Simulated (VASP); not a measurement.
Set up this calculation in VASP 6.6.1, as the native input.

```
Task                   : single point
Functional             : PBEsol
Potentials or basis    : VASP PAW PBE potentials, release 64 (Zn)
Cutoff                 : 520 eV
k mesh                 : 22 × 22 × 22
Occupations            : gaussian, width 0.15 eV
Spin                   : no spin polarisation
Dipole correction      : no
Further INCAR settings : ALGO = Fast; EDIFF = 1e-07; NBANDS = 12
```

The structure of Zn lies in POSCAR:

```
Zn
1.0
   -1.3155229329      1.5231225383      1.5231225383
    1.5231225383     -1.3155229329      1.5231225383
    1.5231225383      1.5231225383     -1.3155229329
Zn
1
Direct
    0.0000000000      0.0000000000      0.0000000000
```

One way to write it, as run:

INCAR

```
SYSTEM = Zn
ALGO = Fast
EDIFF = 1E-7
ENCUT = 520
GGA = PS
ISIF = 2
ISMEAR = 0
LASPH = .True.
LCHARG = .False.
LREAL = .False.
LWAVE = .False.
NBANDS = 12
NELM = 60
PREC = Accurate
SIGMA = 0.15
```

KPOINTS

```
k-points
0
Gamma
  22 22 22
  0 0 0
```

Potentials or basis: VASP PAW PBE potentials, release 64 (Zn).

The run is started by

```bash
$ cat potpaw_PBE.64/Zn/POTCAR > POTCAR
$ mpirun -np 1 vasp_std > vasp.out
```

Results of the run:

The pressure is 6.3 GPa. The band gap on the k mesh is zero (bands 6 and 7 overlap by 6.08 eV).

Caveat: the cell stands under pressure; the PAW data sets were made with another functional, which shifts forces and pressure a little.

Wall time 3.5 min on 1 thread of Intel Xeon 8259CL (shared host), peak memory 0.27 GiB.
